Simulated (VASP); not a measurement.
Input of a VASP 6.6.1 run:

The input INCAR:

```
  PREC = Accurate
  ENCUT = 520
  EDIFF = 1E-6
  ISMEAR = 0
  SIGMA = 0.15
  LREAL = False
  LASPH = True
  NELM = 80
  ALGO = Normal
  ISIF = 2
  LWAVE = False
  LCHARG = False
  GGA = PS
  NBANDS = 33
```

The input KPOINTS:

```
regular mesh
0
Gamma
  23 23 7
```

The input POSCAR:

```
TaN
1.0
   -2.9239890447      0.0000000000      0.0000000000
   -1.4619945224     -2.5322487931      0.0000000000
    0.0000000000      0.0000000000      9.1121829280
Ta N
3 3
Direct
    0.3333333333      0.3333333333      0.0787449484
    0.3333333333      0.3333333333      0.3937877505
    0.3333333333      0.3333333333      0.7088305525
    0.0000000000      0.0000000000      0.8663519536
    0.0000000000      0.0000000000      0.2362663494
    0.0000000000      0.0000000000      0.5513091515
```

Potentials or basis: VASP PAW PBE potentials, release 64 (Ta_pv, N).

Launch:

```bash
$ cat potpaw_PBE.64/Ta_pv/POTCAR potpaw_PBE.64/N/POTCAR > POTCAR
$ mpirun -np 1 vasp_std > vasp.out
```

Estimate the band gap on the k mesh.

zero (bands 24 and 25 overlap by 0.31 eV).

What does it give for the pressure?

-10.7 GPa.

What does it give for the largest force?

4.143 eV/Å.

Stress tensor (GPa, compression positive):
```
 -2.10   0.00   0.00
  0.00  -2.10   0.00
  0.00   0.00 -27.88
```

Caveat: the cell differs from its parent crystal (the distance across one plane changed); the cell stands under tension; the PAW data sets were made with another functional, which shifts forces and pressure a little; spin-orbit coupling is left out, which moves the levels of the heavy elements.
